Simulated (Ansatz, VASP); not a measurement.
# One calculation of CoSi2, two programs

```
Co Si
1.0
    -1.60115    1.60115    3.52069
     1.60115   -1.60115    3.52069
     1.60115    1.60115   -3.52069
Co Si
1 2
Cartesian
  0.0000 0.0000 0.0000
  0.0000 0.0000 2.3560
  0.0000 0.0000 -2.3560
```

Alike in both runs: functional PBE; k mesh 14 × 14 × 14; occupations fermi-dirac, width 0.05 eV; no spin polarisation.

Ansatz relaxed the structure, and its values are those at the end. VASP's run is a single point on that final structure, the one shown.

|  | VASP | Ansatz |
| --- | --- | --- |
| version | VASP 6.6.1 | Ansatz 0.2.0 |
| potentials or method | VASP PAW PBE potentials, release 64 (Co, Si) | PAW with Ansatz's default frozen-core files, scalar-relativistic |
| plane-wave cutoff (eV) | 520 | 420 |
| valence electrons in the cell | 17 | 25 |

|  | VASP | Ansatz | Ansatz less VASP |
| --- | --- | --- | --- |
| pressure (GPa) | 0.0 | 0.0 | +0.04 |

VASP's potentials hold 17 valence electrons a cell and Ansatz's 25, so a difference there can come from the potentials and not from the codes.
